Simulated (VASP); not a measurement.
# MnSi (P2_13) in VASP: a series of runs

Runs on MnSi. Level: PBE. Tasks: single point.

Program: VASP 6.6.1. These are calculated values, not measurements. Logs are shortened: lines on timing, memory, paths and dates and some standing lists are left out, and cuts for length are marked.

## 1. The cell of the first run

Symmetry: P2_13, No. 198, cubic system. Conventional cell: a = 4.467 Å, b = 4.467 Å, c = 4.467 Å, α = 90.00°, β = 90.00°, γ = 90.00°. Within 3.0 Å of Mn (site symmetry 3) lie 7 Si at 2.26 to 2.49 Å and 6 Mn at 2.74 Å. Si (site symmetry 3) has 7 Mn at 2.26 to 2.49 Å and 6 Si at 2.76 Å within 3.0 Å.

## 2. Single point, PBE (volume scaled by 0.980)

File INCAR:

```
SYSTEM = MnSi
  PREC = Accurate
  ENCUT = 520
  EDIFF = 1E-6
  ISMEAR = 0
  SIGMA = 0.05
  LREAL = .FALSE.
  LASPH = .TRUE.
  NELM = 80
  ALGO = Normal
  ISIF = 2
  LWAVE = .FALSE.
  LCHARG = .TRUE.
  GGA = PE
  LELF = .TRUE.
  LVHAR = .TRUE.
  NBANDS = 44
```

File KPOINTS:

```
regular mesh
0
G
  8 8 8
  0 0 0
```

File POSCAR:

```
MnSi
1.0
    4.4671536792      0.0000000000      0.0000000000
    0.0000000000      4.4671536792      0.0000000000
    0.0000000000      0.0000000000      4.4671536792
Mn Si
4 4
Direct
    0.1377700686      0.1377700686      0.1377700686
    0.3622299314      0.8622299314      0.6377700686
    0.6377700686      0.3622299314      0.8622299314
    0.8622299314      0.6377700686      0.3622299314
    0.8458238780      0.8458238780      0.8458238780
    0.6541761220      0.1541761220      0.3458238780
    0.3458238780      0.6541761220      0.1541761220
    0.1541761220      0.3458238780      0.6541761220
```

Potentials or basis: VASP PAW PBE potentials, release 64 (Mn_pv, Si).

Command:

```
cat potpaw_PBE.64/Mn_pv/POTCAR potpaw_PBE.64/Si/POTCAR > POTCAR
mpirun -np 1 vasp_std > vasp.out
```

OUTCAR:

```text
SYSTEM = MnSi
   PREC = Accurate
   ENCUT = 520
   EDIFF = 1E-6
   ISMEAR = 0
   LREAL = .FALSE.
   LASPH = .TRUE.
   NELM = 80
   ISIF = 2
   GGA = PE

 ion  position               nearest neighbor table
   1  0.138  0.138  0.138-   5 2.26   6 2.35   7 2.35   8 2.35   7 2.49   8 2.49   6 2.49   3 2.74
                             4 2.74   2 2.74   2 2.74   4 2.74   3 2.74
   2  0.362  0.862  0.638-   6 2.26   5 2.35   7 2.35   8 2.35   7 2.49   8 2.49   5 2.49   1 2.74
                             1 2.74   3 2.74   3 2.74   4 2.74   4 2.74
   3  0.638  0.362  0.862-   7 2.26   6 2.35   5 2.35   8 2.35   8 2.49   6 2.49   5 2.49   1 2.74
                             4 2.74   2 2.74   2 2.74   4 2.74   1 2.74
   4  0.862  0.638  0.362-   8 2.26   6 2.35   7 2.35   5 2.35   6 2.49   5 2.49   7 2.49   1 2.74
                             3 2.74   2 2.74   1 2.74   2 2.74   3 2.74
   5  0.846  0.846  0.846-   1 2.26   2 2.35   3 2.35   4 2.35   3 2.49   4 2.49   2 2.49   6 2.76
                             8 2.76   6 2.76   8 2.76   7 2.76   7 2.76
   6  0.654  0.154  0.346-   2 2.26   1 2.35   3 2.35   4 2.35   3 2.49   4 2.49   1 2.49   5 2.76
                             5 2.76   7 2.76   7 2.76   8 2.76   8 2.76
   7  0.346  0.654  0.154-   3 2.26   2 2.35   1 2.35   4 2.35   4 2.49   2 2.49   1 2.49   6 2.76
                             8 2.76   8 2.76   6 2.76   5 2.76   5 2.76
   8  0.154  0.346  0.654-   4 2.26   2 2.35   3 2.35   1 2.35   2 2.49   1 2.49   3 2.49   5 2.76
                             7 2.76   5 2.76   7 2.76   6 2.76   6 2.76

  LATTYP: Found a simple cubic cell.
 ALAT       =     4.4671536792

  Lattice vectors:

 A1 = (   4.4671536792,   0.0000000000,   0.0000000000)
 A2 = (   0.0000000000,   4.4671536792,   0.0000000000)
 A3 = (   0.0000000000,   0.0000000000,   4.4671536792)

Analysis of symmetry for initial positions (statically):
=====================================================================
 Subroutine PRICEL returns:
 Original cell was already a primitive cell.

 Routine SETGRP: Setting up the symmetry group for a
 simple cubic supercell.

 Subroutine GETGRP returns: Found 12 space group operations
 (whereof  3 operations were pure point group operations)
 out of a pool of 48 trial point group operations.

The static configuration has the point symmetry C_3 .
 The point group associated with its full space group is T   .

Analysis of symmetry for dynamics (positions and initial velocities):
=====================================================================
 Subroutine PRICEL returns:
 Original cell was already a primitive cell.

 Routine SETGRP: Setting up the symmetry group for a
 simple cubic supercell.

 Subroutine GETGRP returns: Found 12 space group operations
 (whereof  3 operations were pure point group operations)
 out of a pool of 48 trial point group operations.
[... 121 lines left out ...]
   ISYM   =      2    0-nonsym 1-usesym 2-fastsym
   POTIM  = 0.5000    time-step for ionic-motion
   TEBEG  =    0.0;   TEEND  =   0.0 temperature during run
   PSTRESS=    0.0 pullay stress
   NELECT =      68.0000    total number of electrons
   NUPDOWN=      -1.0000    fix difference up-down
   EMIN   =  10.00;   EMAX   =-10.00  energy-range for DOS
   EFERMI =   0.00;   METHOD = LEGACY
   ISMEAR =     0;   SIGMA  =   0.05  broadening in eV -4-tet -1-fermi 0-gaus
   EFERMI_NEDOS =   21; number of points for ismear=-14 and -15
   IALGO  =     38    algorithm
   IMIX   =      4    mixing-type and parameters
     AMIX     =   0.40;   BMIX     =  1.00
     AMIX_MAG =   1.60;   BMIX_MAG =  1.00
  volume/ion in A,a.u.               =      11.14        75.20
  Fermi-wavevector in a.u.,A,eV,Ry     =   1.495823  2.826696 30.442856  2.237487
  Thomas-Fermi vector in A             =   2.607919
   LORBIT       =      0    0 simple, 1 ext, 2 COOP (PROOUT), +10 PAW based schemes
   GGA     = PE    functional components
   LHFCALC =     F    Hartree Fock is set to
   AEXX    =    0.0000 exact exchange contribution
   IVDW    =     0    specifies the selected vdW correction
   LEPSILON=     F    determine dielectric tensor
   LRPA    =     F    only Hartree local field effects (RPA)
 non-spin polarized calculation
 Gauss-broadening in eV      SIGMA  =   0.05
  energy-cutoff  :      520.00
  volume of cell :       89.14
 maximum number of plane-waves:      2440
 NGX is ok and might be reduce to    36
   NGX = 17   NGY = 17   NGZ = 17

 number of electron      68.0000003 magnetization

 Free energy of the ion-electron system (eV)
  ---------------------------------------------------
  ext. energy  EPLUGINS =         0.00000000
  ---------------------------------------------------
  free energy    TOTEN  =       -61.17933770 eV

  energy without entropy =      -61.16767301  energy(sigma->0) =      -61.17350536

 E-fermi :  11.5194     XC(G=0): -12.9992

 val. band max:       11.5085044765   @ k =   0.3750   0.2500   0.2500
 cond. band min:      11.5203605105   @ k =   0.2500   0.0000   0.0000
 fundamental gap:      0.0118560340
 Fermi energy:        11.5194282667

 k-point     1 :       0.0000    0.0000    0.0000
  band No.  band energies     occupation
      1     -36.2607      2.00000
      2     -36.2607      2.00000
      3     -36.2607      2.00000
      4     -36.2134      2.00000
      5     -36.2134      2.00000
      6     -36.2134      2.00000
[... 1117 lines left out ...]
     43      15.5575      0.00000
     44      15.9067      0.00000

 [... further k-points ...]
[... 5 lines left out ...]
  --------------------------------------------------------------------------------------
  -------------------------------------------------------------------------------------
  Total        2.5385902      2.5385902      2.5385902     -0.0000000     -0.0000000      0.0000000
  in kB       45.6258007     45.6258007     45.6258007     -0.0000000     -0.0000000      0.0000000
  external PRESSURE =      45.6258007 kB  Pullay stress =       0.0000000 kB

 VOLUME and BASIS-vectors are now :
 -----------------------------------------------------------------------------
  energy-cutoff  :      520.00
  volume of cell :       89.14
      direct lattice vectors                 reciprocal lattice vectors
     4.467153679  0.000000000  0.000000000     0.223856189  0.000000000  0.000000000
     0.000000000  4.467153679  0.000000000     0.000000000  0.223856189  0.000000000
     0.000000000  0.000000000  4.467153679     0.000000000  0.000000000  0.223856189

 POSITION                                       TOTAL-FORCE (eV/Angst)
 -----------------------------------------------------------------------------------
      0.61544      0.61544      0.61544         0.007344      0.007344      0.007344
      1.61814      3.85171      2.84902        -0.007344     -0.007344      0.007344
      2.84902      1.61814      3.85171         0.007344     -0.007344     -0.007344
      3.85171      2.84902      1.61814        -0.007344      0.007344     -0.007344
      3.77843      3.77843      3.77843        -0.000311     -0.000311     -0.000311
      2.92231      0.68873      1.54485         0.000311      0.000311     -0.000311
      1.54485      2.92231      0.68873        -0.000311      0.000311      0.000311
      0.68873      1.54485      2.92231         0.000311     -0.000311      0.000311
 -----------------------------------------------------------------------------------
    total drift:                               -0.000001     -0.000001     -0.000000

  FREE ENERGIE OF THE ION-ELECTRON SYSTEM (eV)
  ---------------------------------------------------
  free  energy   TOTEN  =       -61.1793377032 eV

  energy  without entropy=      -61.1676730069  energy(sigma->0) =      -61.17350536
```

Wall time 2.5 min (1 thread of Intel Xeon Platinum 8259CL at 2.50GHz (Skylake/Cascade Lake), shared host); peak memory 0.28 GiB.

What came out:

* Free energy: -61.1793 eV
* Pressure: 4.6 GPa
* Largest force: 0.013 eV/Å
* Band gap on the k mesh: zero (band 34 reaches 11.86 eV, above the bottom of band 35 at 11.36 eV)

Forces in eV/Å, atoms in the order of the input:
```
Mn   0.007  0.007  0.007
Mn  -0.007 -0.007  0.007
Mn   0.007 -0.007 -0.007
Mn  -0.007  0.007 -0.007
Si   0.000  0.000  0.000
Si   0.000  0.000  0.000
Si   0.000  0.000  0.000
Si   0.000  0.000  0.000
```

Caveat: the cell differs from its parent crystal (volume scaled by 0.980). Spin polarisation is off, so any magnetic state and its effect on volume and gap are missing.

## 3. Single point, PBE

This run uses another cell than the first one, of 11.37 Å³/atom, 1.020 times its volume.

File INCAR:

```
ALGO = Normal
EDIFF = 1E-7
ENCUT = 520
GGA = PE
ISIF = 2
ISMEAR = 0
LASPH = T
LCHARG = T
LELF = T
LREAL = F
LVHAR = T
LWAVE = F
NBANDS = 44
NELM = 100
PREC = Accurate
SIGMA = 0.05
```

File KPOINTS:

```
k-points
0
Gamma
  8 8 8
```

File POSCAR:

```
MnSi
1.0
    4.4973380656      0.0000000000      0.0000000000
    0.0000000000      4.4973380656      0.0000000000
    0.0000000000      0.0000000000      4.4973380656
Mn Si
4 4
Direct
    0.1371854638      0.1371854638      0.1371854638
    0.3628145362      0.8628145362      0.6371854638
    0.6371854638      0.3628145362      0.8628145362
    0.8628145362      0.6371854638      0.3628145362
    0.8456431427      0.8456431427      0.8456431427
    0.6543568573      0.1543568573      0.3456431427
    0.3456431427      0.6543568573      0.1543568573
    0.1543568573      0.3456431427      0.6543568573
```

Potentials or basis: VASP PAW PBE potentials, release 64 (Mn_pv, Si).

Command:

```
cat potpaw_PBE.64/Mn_pv/POTCAR potpaw_PBE.64/Si/POTCAR > POTCAR
mpirun -np 1 vasp_std > vasp.out
```

It took 3.1 min on 1 thread of Intel Xeon Platinum 8259CL at 2.50GHz (Skylake/Cascade Lake), shared host; peak memory 0.28 GiB.

It converged, with:

- Free energy: -61.2049 eV
- Pressure: 0.0 GPa
- Largest force: 0.011 eV/Å
- Band gap on the k mesh: zero (band 34 reaches 11.57 eV, above the bottom of band 35 at 11.08 eV)

Forces in eV/Å, atoms in the order of the input:
```
Mn   0.006  0.006  0.006
Mn  -0.006 -0.006  0.006
Mn   0.006 -0.006 -0.006
Mn  -0.006  0.006 -0.006
Si  -0.001 -0.001 -0.001
Si   0.001  0.001 -0.001
Si  -0.001  0.001  0.001
Si   0.001 -0.001  0.001
```

Levels at points of the mesh, in eV from the Fermi level:
| k point | band 30 | band 31 | band 32 | band 33 | band 34 | band 35 | band 36 | band 37 | band 38 | band 39 |
| --- | --- | --- | --- | --- | --- | --- | --- | --- | --- | --- |
| (0.00, 0.00, 0.00) | -1.61 | -1.61 | 0.20 | 0.20 | 0.20 | 0.37 | 0.37 | 1.28 | 1.28 | 1.28 |
| (0.50, 0.00, 0.00) | -1.49 | -0.78 | -0.78 | 0.03 | 0.03 | 0.46 | 0.46 | 0.75 | 0.75 | 2.25 |
| (0.50, 0.50, 0.00) | -0.99 | -0.83 | -0.83 | -0.59 | -0.59 | 0.05 | 0.05 | 1.20 | 1.20 | 1.73 |
| (0.50, 0.50, 0.50) | -0.40 | -0.40 | -0.40 | -0.15 | -0.15 | -0.15 | -0.15 | 1.03 | 1.03 | 1.03 |

## 4. Single point, PBE (volume scaled by 1.020)

File INCAR:

```
PREC     = Accurate       # precision mode
ENCUT    = 520            # plane-wave cutoff, eV
EDIFF    = 1E-6           # SCF threshold, eV
ISMEAR   = 0              # smearing method
SIGMA    = 0.05           # smearing width, eV
LREAL    = F              # projectors in reciprocal space
LASPH    = T              # aspherical terms in the spheres
NELM     = 80             # most SCF steps
ALGO     = Normal         # electronic algorithm
ISIF     = 2              # what is computed and relaxed
LWAVE    = F              # write WAVECAR
LCHARG   = F              # write CHGCAR
GGA      = PE             # functional
NBANDS   = 44             # bands
```

File KPOINTS:

```
regular mesh
0
Gamma
  8 8 8
```

File POSCAR:

```
MnSi
1.0
    4.5271226294      0.0000000000      0.0000000000
    0.0000000000      4.5271226294      0.0000000000
    0.0000000000      0.0000000000      4.5271226294
Mn Si
4 4
Direct
    0.1365363634      0.1365363634      0.1365363634
    0.3634636366      0.8634636366      0.6365363634
    0.6365363634      0.3634636366      0.8634636366
    0.8634636366      0.6365363634      0.3634636366
    0.8454164728      0.8454164728      0.8454164728
    0.6545835272      0.1545835272      0.3454164728
    0.3454164728      0.6545835272      0.1545835272
    0.1545835272      0.3454164728      0.6545835272
```

Command:

```
cat potpaw_PBE.64/Mn_pv/POTCAR potpaw_PBE.64/Si/POTCAR > POTCAR
mpirun -np 1 vasp_std > vasp.out
```

It took 2.7 min on 1 thread of Intel Xeon Platinum 8259CL at 2.50GHz (Skylake/Cascade Lake), shared host; peak memory 0.28 GiB.

The run converged. Its results:

```
Free energy            : -61.1808 eV
Pressure               : -4.2 GPa
Largest force          : 0.013 eV/Å
Band gap on the k mesh : zero (band 34 reaches 11.28 eV, above the bottom of band 35 at 10.81 eV)
```

Forces on the atoms (eV/Å):
```
Mn   0.007  0.007  0.007
Mn  -0.007 -0.007  0.007
Mn   0.007 -0.007 -0.007
Mn  -0.007  0.007 -0.007
Si   0.000  0.000  0.000
Si   0.000  0.000  0.000
Si   0.000  0.000  0.000
Si   0.000  0.000  0.000
```

Levels at points of the mesh, in eV from the Fermi level:
| k point | band 31 | band 32 | band 33 | band 34 | band 35 | band 36 | band 37 | band 38 |
| --- | --- | --- | --- | --- | --- | --- | --- | --- |
| (0.00, 0.00, 0.00) | -1.58 | 0.20 | 0.20 | 0.20 | 0.36 | 0.36 | 1.24 | 1.24 |
| (0.50, 0.00, 0.00) | -0.76 | -0.76 | 0.03 | 0.03 | 0.44 | 0.44 | 0.74 | 0.74 |
| (0.50, 0.50, 0.00) | -0.81 | -0.81 | -0.57 | -0.57 | 0.05 | 0.05 | 1.17 | 1.17 |
| (0.50, 0.50, 0.50) | -0.39 | -0.39 | -0.15 | -0.15 | -0.15 | -0.15 | 1.00 | 1.00 |

Caveat: the cell differs from its parent crystal (volume scaled by 1.020).

## 5. Single point, PBE (volume scaled by 1.040)

File INCAR:

```
PREC = Accurate ; ENCUT = 520
EDIFF = 1E-7 ; ISMEAR = 0
SIGMA = 0.05 ; LREAL = F
LASPH = T ; NELM = 60
ALGO = Normal ; ISIF = 2
LWAVE = F ; LCHARG = F
GGA = PE ; NBANDS = 44
```

KPOINTS is that of step 4.

File POSCAR:

```
MnSi
1.0
    4.5565203533      0.0000000000      0.0000000000
    0.0000000000      4.5565203533      0.0000000000
    0.0000000000      0.0000000000      4.5565203533
Mn Si
4 4
Direct
    0.1358657051      0.1358657051      0.1358657051
    0.3641342949      0.8641342949      0.6358657051
    0.6358657051      0.3641342949      0.8641342949
    0.8641342949      0.6358657051      0.3641342949
    0.8451927820      0.8451927820      0.8451927820
    0.6548072180      0.1548072180      0.3451927820
    0.3451927820      0.6548072180      0.1548072180
    0.1548072180      0.3451927820      0.6548072180
```

Command:

```
cat potpaw_PBE.64/Mn_pv/POTCAR potpaw_PBE.64/Si/POTCAR > POTCAR
mpirun -np 1 vasp_std > vasp.out
```

Wall time 2.3 min (1 thread of Intel Xeon Platinum 8259CL at 2.50GHz (Skylake/Cascade Lake), shared host); peak memory 0.29 GiB.

Results (log left out):

```
Free energy            : -61.1125 eV
Pressure               : -7.8 GPa
Largest force          : 0.012 eV/Å
Band gap on the k mesh : zero (band 34 reaches 11.01 eV, above the bottom of band 35 at 10.55 eV)
```

Forces in eV/Å, atoms in the order of the input:
```
Mn   0.007  0.007  0.007
Mn  -0.007 -0.007  0.007
Mn   0.007 -0.007 -0.007
Mn  -0.007  0.007 -0.007
Si   0.000  0.000  0.000
Si   0.000  0.000  0.000
Si   0.000  0.000  0.000
Si   0.000  0.000  0.000
```

Levels at points of the mesh, in eV from the Fermi level:
```tsv
k point	band 32	band 33	band 34	band 35	band 36	band 37
(0.00, 0.00, 0.00)	0.19	0.19	0.19	0.35	0.35	1.21
(0.50, 0.00, 0.00)	-0.74	0.03	0.03	0.42	0.42	0.72
(0.50, 0.50, 0.00)	-0.79	-0.56	-0.56	0.04	0.04	1.14
(0.50, 0.50, 0.50)	-0.38	-0.14	-0.14	-0.14	-0.14	0.98
```

Caveat: the cell differs from its parent crystal (volume scaled by 1.040). Spin polarisation is off, so any magnetic state and its effect on volume and gap are missing.

## 6. Overview

| cell | gap on the mesh (eV) | pressure (GPa) | largest force (eV/Å) |
| --- | --- | --- | --- |
| a = 4.467 Å, 8 atoms | none | 4.6 | 0.01 |
| a = 4.497 Å, 8 atoms | none | 0.0 | 0.01 |
| a = 4.527 Å, 8 atoms | none | -4.2 | 0.01 |
| a = 4.557 Å, 8 atoms | none | -7.8 | 0.01 |

Alike in all rows: task single point; level PBE; potentials or basis VASP PAW PBE potentials, release 64 (Mn_pv, Si); no spin polarisation; k mesh 8 × 8 × 8; cutoff (eV) 520; smearing gaussian 0.05 eV.

Total energies depend on the potentials used, so only differences within one code and one set of settings carry meaning.
